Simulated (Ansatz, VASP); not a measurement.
**Ge: VASP beside Ansatz**

INCAR

```
PREC = Accurate ; ENCUT = 500
EDIFF = 1E-6 ; ISMEAR = 0
SIGMA = 0.1 ; LREAL = F
LASPH = T ; NELM = 120
ALGO = Normal ; ISIF = 2
LWAVE = F ; LCHARG = F
GGA = PE ; NBANDS = 21
GGA_COMPAT = F
```

File KPOINTS:

```
regular mesh
0
Gamma
  6 6 6
```

Contents of POSCAR:

```
Ge
1.0
    0.0000000000      2.5161453703      2.5161453703
    2.5161453703      0.0000000000      2.5161453703
    2.5161453703      2.5161453703      0.0000000000
Ge
2
Direct
    0.5000000000      0.5000000000      0.5000000000
    0.7500000000      0.7500000000      0.7500000000
```

Input for Ansatz:

```yaml
crystal:
  lattice:
    - [0.0, 2.5161453703, 2.5161453703]
    - [2.5161453703, 0.0, 2.5161453703]
    - [2.5161453703, 2.5161453703, 0.0]
  atoms:
    - { symbol: Ge, position: [0.5, 0.5, 0.5] }
    - { symbol: Ge, position: [0.75, 0.75, 0.75] }
basis:
  ecutwfc: 420
kpoints:
  mp_grid: { grid: [6, 6, 6] }
hamiltonian:
  xc: pbe
scf:
  occupations: { method: gaussian, width: 0.1 }
output:
  forces: true
  stress: true
  eigenvalues: true
```

Alike in both runs: task single point; functional PBE; k mesh 6 × 6 × 6; occupations gaussian, width 0.1 eV; no spin polarisation.

|  | VASP | Ansatz |
| --- | --- | --- |
| version | VASP 6.6.1 | Ansatz 0.2.0 |
| potentials or method | VASP PAW PBE potentials, release 64 (Ge_d), cutoff 500 eV | scalar-relativistic, plane waves, PAW |
| valence electrons in the cell | 28 | 28 |

|  | VASP | Ansatz | Ansatz less VASP |
| --- | --- | --- | --- |
| gap on the k mesh at the Fermi level (eV) | none | none | - |
| pressure (GPa) | 61.4 | 61.8 | +0.37 |

A gap of «none» marks a metal or a gap that the smearing closes. Both programs put the cell under a high pressure, so it lies far from rest at this level. The functional is the same, so the differences come from potentials, cutoffs and numerics.

The k mesh is coarse, so the values compare programs but aren't converged. Noted on VASP's run: the cell as given lies far from equilibrium.
